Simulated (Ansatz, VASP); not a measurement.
# ZrB: VASP beside Ansatz

```
Zr B
1.0
     1.96143   -1.98572    0.00000
     1.96143    1.98572    0.00000
     0.00000    0.00000    4.01395
Zr B
1 1
Direct
  0.00000 0.00000 0.50000
  0.50000 0.50000 0.50000
```

Alike in both runs: task relaxation of cell and atoms; functional PBE; dispersion D4; k mesh 10 × 10 × 7; occupations fermi-dirac, width 0.05 eV; no spin polarisation.

```csv
,VASP,Ansatz
version,VASP 6.6.1,Ansatz 0.2.0
potentials or method,"VASP PAW PBE potentials, release 64 (Zr_sv, B)",Ansatz PAW
plane-wave cutoff (eV),600,420
valence electrons in the cell,15,15
```

Ansatz gave:

```
gap on the k mesh at the Fermi level, each at its own relaxed structure (eV) : none
relaxed volume (Å³/atom)                                                     : 16.77
relaxed cell length with the largest relative difference (Å)                 : 2.928
```

Problem. What did VASP give for the same quantities?

Solution. gap on the k mesh at the Fermi level, each at its own relaxed structure (eV): none; relaxed volume (Å³/atom): 16.79; relaxed cell length with the largest relative difference (Å): 2.930.

A gap of «none» marks a metal or a gap that the smearing closes.

Noted on Ansatz's run: the plane-wave basis is chosen anew once the cell has moved, so the energies of steps on either side of that aren't comparable.
